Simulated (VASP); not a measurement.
# MgCd5Se6 (P-3m1) in VASP: single point with PBE

Aim: the single point of MgCd5Se6 with PBE.

All numbers are computed with VASP 6.6.1; they aren't measurements. Logs are shortened: lines on timing, memory, paths and dates and some standing lists are left out, and cuts for length are marked.

### 1 The cell of the first run

The structure is trigonal, space group P-3m1 (No. 164). The conventional cell has a = 4.031 Å, b = 4.031 Å, c = 19.767 Å, α = 90.00°, β = 90.00°, γ = 120.00°. Mg (site symmetry -3m) has 6 Se at 2.79 Å within 3.7 Å. Within 3.8 Å of Cd (site symmetry 3m) lie 6 Se at 2.86 to 2.87 Å. Cd (site symmetry 3m) has 6 Se at 2.86 Å within 3.8 Å. Within 3.8 Å of Cd (site symmetry -3m) lie 6 Se at 2.86 Å. Within 3.7 Å of Se (site symmetry 3m) lie 3 Mg at 2.79 Å and 3 Cd at 2.87 Å. Within 3.8 Å of Se (site symmetry 3m) lie 6 Cd at 2.86 Å. Within 3.8 Å of Se (site symmetry 3m) lie 6 Cd at 2.86 Å.

### 2 Single point, PBE

File INCAR:

```
SYSTEM = MgCd5Se6
PREC = Accurate
ENCUT = 520
EDIFF = 1E-6
ISMEAR = 0
SIGMA = 0.1
LREAL = .False.
LASPH = .True.
NELM = 80
ALGO = Normal
ISIF = 2
LWAVE = .False.
LCHARG = .False.
GGA = PE
NBANDS = 61
```

File KPOINTS:

```
Automatic mesh
0
Gamma
  12 12 2
  0 0 0
```

File POSCAR:

```
MgCd5Se6
1.0
    4.0306835984      0.0000000000      0.0000000000
   -2.0153417992      3.4906743908      0.0000000000
    0.0000000000      0.0000000000     19.7671595123
Mg Cd Se
1 5 6
Direct
    0.0000000000      0.0000000000      0.0000000000
    0.3333333333      0.6666666667      0.8370463718
    0.6666666667      0.3333333333      0.6685778238
    0.0000000000      0.0000000000      0.5000000000
    0.3333333333      0.6666666667      0.3314221762
    0.6666666667      0.3333333333      0.1629536282
    0.6666666667      0.3333333333      0.9220423536
    0.0000000000      0.0000000000      0.7529682642
    0.3333333333      0.6666666667      0.5843134596
    0.6666666667      0.3333333333      0.4156865404
    0.0000000000      0.0000000000      0.2470317358
    0.3333333333      0.6666666667      0.0779576464
```

Potentials or basis: VASP PAW PBE potentials, release 64 (Mg, Cd, Se).

Started as:

```bash
$ cat potpaw_PBE.64/Mg/POTCAR potpaw_PBE.64/Cd/POTCAR potpaw_PBE.64/Se/POTCAR > POTCAR
$ mpirun -np 1 vasp_std > vasp.out
```

OUTCAR:

```text
SYSTEM = MgCd5Se6
   PREC = Accurate
   ENCUT = 520
   EDIFF = 1E-6
   ISMEAR = 0
   LREAL = .False.
   LASPH = .True.
   NELM = 80
   ISIF = 2
   GGA = PE

 ion  position               nearest neighbor table
   1  0.000  0.000  0.000-   7 2.79  12 2.79  12 2.79   7 2.79   7 2.79  12 2.79
   2  0.333  0.667  0.837-   8 2.86   8 2.86   8 2.86   7 2.87   7 2.87   7 2.87
   3  0.667  0.333  0.669-   9 2.86   9 2.86   9 2.86   8 2.86   8 2.86   8 2.86
   4  0.000  0.000  0.500-   9 2.86  10 2.86   9 2.86  10 2.86  10 2.86   9 2.86
   5  0.333  0.667  0.331-  10 2.86  10 2.86  10 2.86  11 2.86  11 2.86  11 2.86
   6  0.667  0.333  0.163-  11 2.86  11 2.86  11 2.86  12 2.87  12 2.87  12 2.87
   7  0.667  0.333  0.922-   1 2.79   1 2.79   1 2.79   2 2.87   2 2.87   2 2.87
   8  0.000  0.000  0.753-   2 2.86   2 2.86   2 2.86   3 2.86   3 2.86   3 2.86
   9  0.333  0.667  0.584-   3 2.86   3 2.86   3 2.86   4 2.86   4 2.86   4 2.86
  10  0.667  0.333  0.416-   5 2.86   5 2.86   5 2.86   4 2.86   4 2.86   4 2.86
  11  0.000  0.000  0.247-   6 2.86   6 2.86   6 2.86   5 2.86   5 2.86   5 2.86
  12  0.333  0.667  0.078-   1 2.79   1 2.79   1 2.79   6 2.87   6 2.87   6 2.87

  LATTYP: Found a hexagonal cell.
 ALAT       =     4.0306835984
 C/A-ratio  =     4.9041704787

  Lattice vectors:

 A1 = (   4.0306835984,   0.0000000000,   0.0000000000)
 A2 = (  -2.0153417992,   3.4906743908,   0.0000000000)
 A3 = (   0.0000000000,   0.0000000000,  19.7671595123)

Analysis of symmetry for initial positions (statically):
=====================================================================
 Subroutine PRICEL returns:
 Original cell was already a primitive cell.

 Routine SETGRP: Setting up the symmetry group for a
 hexagonal supercell.

 Subroutine GETGRP returns: Found 12 space group operations
 (whereof 12 operations were pure point group operations)
 out of a pool of 24 trial point group operations.

The static configuration has the point symmetry D_3d.

Analysis of symmetry for dynamics (positions and initial velocities):
=====================================================================
 Subroutine PRICEL returns:
 Original cell was already a primitive cell.

 Routine SETGRP: Setting up the symmetry group for a
 hexagonal supercell.

 Subroutine GETGRP returns: Found 12 space group operations
 (whereof 12 operations were pure point group operations)
 out of a pool of 24 trial point group operations.

The dynamic configuration has the point symmetry D_3d.

 Subroutine INISYM returns: Found 12 space group operations
 (whereof 12 operations are pure point group operations),
 and found     1 'primitive' translations

----------------------------------------------------------------------------------------

                                     Primitive cell

  volume of cell :     278.1201

  direct lattice vectors                    reciprocal lattice vectors
     4.030683598  0.000000000  0.000000000     0.248096874  0.143238797  0.000000000
    -2.015341799  3.490674391  0.000000000     0.000000000  0.286477594  0.000000000
     0.000000000  0.000000000 19.767159512     0.000000000  0.000000000  0.050588958

  length of vectors
     4.030683598  4.030683598 19.767159512     0.286477594  0.286477594  0.050588958

  position of ions in fractional coordinates (direct lattice)
     0.000000000  0.000000000  0.000000000
     0.333333333  0.666666667  0.837046372
     0.666666667  0.333333333  0.668577824
     0.000000000  0.000000000  0.500000000
     0.333333333  0.666666667  0.331422176
     0.666666667  0.333333333  0.162953628
     0.666666667  0.333333333  0.922042354
     0.000000000  0.000000000  0.752968264
     0.333333333  0.666666667  0.584313460
     0.666666667  0.333333333  0.415686540
     0.000000000  0.000000000  0.247031736
     0.333333333  0.666666667  0.077957646

  ion indices of the primitive-cell ions
   primitive index   ion index
                 1           1
                 2           2
                 3           3
                 4           4
                 5           5
                 6           6
                 7           7
                 8           8
                 9           9
                10          10
                11          11
                12          12

----------------------------------------------------------------------------------------

 KPOINTS: Automatic mesh

Automatic generation of k-mesh.
 Grid dimensions read from file:
 generate k-points for:   12   12    2

 Generating k-lattice:

  Cartesian coordinates                     Fractional coordinates (reciprocal lattice)
     0.020674739  0.011936566  0.000000000     0.083333333  0.000000000  0.000000000
     0.000000000  0.023873133  0.000000000     0.000000000  0.083333333  0.000000000
     0.000000000  0.000000000  0.025294479     0.000000000  0.000000000  0.500000000

  Length of vectors
     0.023873133  0.023873133  0.025294479

  Shift w.r.t. Gamma in fractional coordinates (k-lattice)
     0.000000000  0.000000000  0.000000000

 Subroutine IBZKPT returns following result:
 ===========================================

 Found     38 irreducible k-points:

 Following reciprocal coordinates:
            Coordinates               Weight
  0.000000  0.000000  0.000000      1.000000
  0.083333  0.000000  0.000000      6.000000
  0.166667 -0.000000  0.000000      6.000000
  0.250000  0.000000  0.000000      6.000000
  0.333333  0.000000  0.000000      6.000000
  0.416667  0.000000  0.000000      6.000000
[... 16 lines left out ...]
  0.250000  0.000000  0.500000      6.000000
  0.333333  0.000000  0.500000      6.000000
 [... further k-points ...]
   k-points           NKPTS =     38   k-points in BZ     NKDIM =     38   number of bands    NBANDS=     61
   number of dos      NEDOS =    301   number of ions     NIONS =     12
   total plane-waves  NPLWV = 135000
   dimension x,y,z NGX =    30 NGY =   30 NGZ =  150
   dimension x,y,z NGXF=    60 NGYF=   60 NGZF=  300
   ions per type =               1   5   6
   NGX,Y,Z   is equivalent  to a cutoff of  12.37, 12.37, 12.62 a.u.
   NGXF,Y,Z  is equivalent  to a cutoff of  24.75, 24.75, 25.23 a.u.
 SYSTEM =  MgCd5Se6
   PREC   = accura    normal or accurate (medium, high low for compatibility)
   ISTART =      0    job   : 0-new  1-cont  2-samecut
   ICHARG =      2    charge: 1-file 2-atom 10-const
   ISPIN  =      1    spin polarized calculation?
   LNONCOLLINEAR =      F non collinear calculations
   LSORBIT =      F    spin-orbit coupling
   LASPH  =      T    aspherical Exc in radial PAW
   ENCUT  =  520.0 eV  38.22 Ry    6.18 a.u.   7.49  7.49 36.75*2*pi/ulx,y,z
   NELM   =     80;   NELMIN=  2; NELMDL= -5     # of ELM steps
   EDIFF  = 0.1E-05   stopping-criterion for ELM
   LREAL  =      F    real-space projection
   EDIFFG = 0.1E-04   stopping-criterion for IOM
   NSW    =      0    number of steps for IOM
   IBRION =     -1    ionic relax: 0-MD 1-quasi-New 2-CG
   NFREE  =      0    steps in history (QN), initial steepest desc. (CG)
   ISIF   =      2    stress and relaxation
   ISYM   =      2    0-nonsym 1-usesym 2-fastsym
   POTIM  = 0.5000    time-step for ionic-motion
   TEBEG  =    0.0;   TEEND  =   0.0 temperature during run
   PSTRESS=    0.0 pullay stress
   NELECT =      98.0000    total number of electrons
   NUPDOWN=      -1.0000    fix difference up-down
   EMIN   =  10.00;   EMAX   =-10.00  energy-range for DOS
   EFERMI =   0.00;   METHOD = LEGACY
   ISMEAR =     0;   SIGMA  =   0.10  broadening in eV -4-tet -1-fermi 0-gaus
   EFERMI_NEDOS =   21; number of points for ismear=-14 and -15
   IALGO  =     38    algorithm
   IMIX   =      4    mixing-type and parameters
     AMIX     =   0.40;   BMIX     =  1.00
     AMIX_MAG =   1.60;   BMIX_MAG =  1.00
  volume/ion in A,a.u.               =      23.18       156.40
  Fermi-wavevector in a.u.,A,eV,Ry     =   1.156306  2.185101 18.191580  1.337043
  Thomas-Fermi vector in A             =   2.292927
   LORBIT       =      0    0 simple, 1 ext, 2 COOP (PROOUT), +10 PAW based schemes
   GGA     = PE    functional components
   LHFCALC =     F    Hartree Fock is set to
   AEXX    =    0.0000 exact exchange contribution
   IVDW    =     0    specifies the selected vdW correction
   LEPSILON=     F    determine dielectric tensor
   LRPA    =     F    only Hartree local field effects (RPA)
 non-spin polarized calculation
 Gauss-broadening in eV      SIGMA  =   0.10
  energy-cutoff  :      520.00
  volume of cell :      278.12
 maximum number of plane-waves:      7543
 NGX is ok and might be reduce to    30
   NGX = 15   NGY = 15   NGZ = 73

 number of electron      98.0000026 magnetization

 Free energy of the ion-electron system (eV)
  ---------------------------------------------------
  ext. energy  EPLUGINS =         0.00000000
  ---------------------------------------------------
  free energy    TOTEN  =       -33.42219810 eV

  energy without entropy =      -33.41588529  energy(sigma->0) =      -33.41904169

 E-fermi :   2.4895     XC(G=0):  -9.9230

 val. band max:        2.4206100128   @ k =   0.1667  -0.0000   0.5000
 cond. band min:       2.5195387765   @ k =   0.5000   0.0000   0.5000
 fundamental gap:      0.0989287637
 Fermi energy:         2.4894999974

 k-point     1 :       0.0000    0.0000    0.0000
  band No.  band energies     occupation
      1     -10.4793      2.00000
      2     -10.2855      2.00000
      3     -10.2729      2.00000
      4      -9.8445      2.00000
      5      -9.7955      2.00000
      6      -9.5225      2.00000
[... 53 lines left out ...]
     60       8.4773      0.00000
     61       8.4774      0.00000

 k-point     2 :       0.0833    0.0000    0.0000
  band No.  band energies     occupation
      1     -10.4337      2.00000
      2     -10.2466      2.00000
      3     -10.2349      2.00000
      4      -9.8283      2.00000
      5      -9.7773      2.00000
      6      -9.5176      2.00000
[... 1397 lines left out ...]
     60       8.4109      0.00000
     61       8.4766      0.00000

 k-point    24 :       0.3333    0.0000    0.5000
  band No.  band energies     occupation
      1      -9.8964      2.00000
      2      -9.8426      2.00000
      3      -9.7710      2.00000
      4      -9.6749      2.00000
      5      -9.6163      2.00000
      6      -9.4316      2.00000
[... 53 lines left out ...]
     60       8.2530      0.00000
     61       8.4631      0.00000

 [... further k-points ...]
[... 5 lines left out ...]
  --------------------------------------------------------------------------------------
  -------------------------------------------------------------------------------------
  Total        0.4702753      0.4702753      0.4912929      0.0000000      0.0000000      0.0000000
  in kB        2.7091337      2.7091337      2.8302106      0.0000000      0.0000000      0.0000000
  external PRESSURE =       2.7494927 kB  Pullay stress =       0.0000000 kB

 VOLUME and BASIS-vectors are now :
 -----------------------------------------------------------------------------
  energy-cutoff  :      520.00
  volume of cell :      278.12
      direct lattice vectors                 reciprocal lattice vectors
     4.030683598  0.000000000  0.000000000     0.248096874  0.143238797  0.000000000
    -2.015341799  3.490674391  0.000000000     0.000000000  0.286477594  0.000000000
     0.000000000  0.000000000 19.767159512     0.000000000  0.000000000  0.050588958

 POSITION                                       TOTAL-FORCE (eV/Angst)
 -----------------------------------------------------------------------------------
      0.00000      0.00000      0.00000        -0.000000      0.000000      0.000000
     -0.00000      2.32712     16.54603        -0.000000     -0.000000      0.000810
      2.01534      1.16356     13.21588        -0.000000     -0.000000     -0.000258
      0.00000      0.00000      9.88358        -0.000000      0.000000      0.000000
     -0.00000      2.32712      6.55128        -0.000000      0.000000      0.000258
      2.01534      1.16356      3.22113        -0.000000      0.000000     -0.000810
      2.01534      1.16356     18.22616         0.000000      0.000000      0.036339
      0.00000      0.00000     14.88404        -0.000000     -0.000000      0.000226
     -0.00000      2.32712     11.55022         0.000000     -0.000000      0.000337
      2.01534      1.16356      8.21694         0.000000      0.000000     -0.000337
      0.00000      0.00000      4.88312        -0.000000      0.000000     -0.000226
     -0.00000      2.32712      1.54100         0.000000     -0.000000     -0.036339
 -----------------------------------------------------------------------------------
    total drift:                               -0.000000      0.000000     -0.000000

  FREE ENERGIE OF THE ION-ELECTRON SYSTEM (eV)
  ---------------------------------------------------
  free  energy   TOTEN  =       -33.4221980972 eV

  energy  without entropy=      -33.4158852879  energy(sigma->0) =      -33.41904169
```

It took 8.6 min on 1 thread of AMD EPYC 7R13 (Zen 3), shared host; peak memory 0.65 GiB.

Results:

```
Free energy            : -33.4222 eV
Pressure               : 0.3 GPa
Largest force          : 0.036 eV/Å
Band gap on the k mesh : zero (band 49 reaches 2.42 eV, above the bottom of band 50 at 2.32 eV)
```

Forces in eV/Å, atoms in the order of the input:
```
Mg   0.000  0.000  0.000
Cd   0.000  0.000  0.001
Cd   0.000  0.000  0.000
Cd   0.000  0.000  0.000
Cd   0.000  0.000  0.000
Cd   0.000  0.000 -0.001
Se   0.000  0.000  0.036
Se   0.000  0.000  0.000
Se   0.000  0.000  0.000
Se   0.000  0.000  0.000
Se   0.000  0.000  0.000
Se   0.000  0.000 -0.036
```
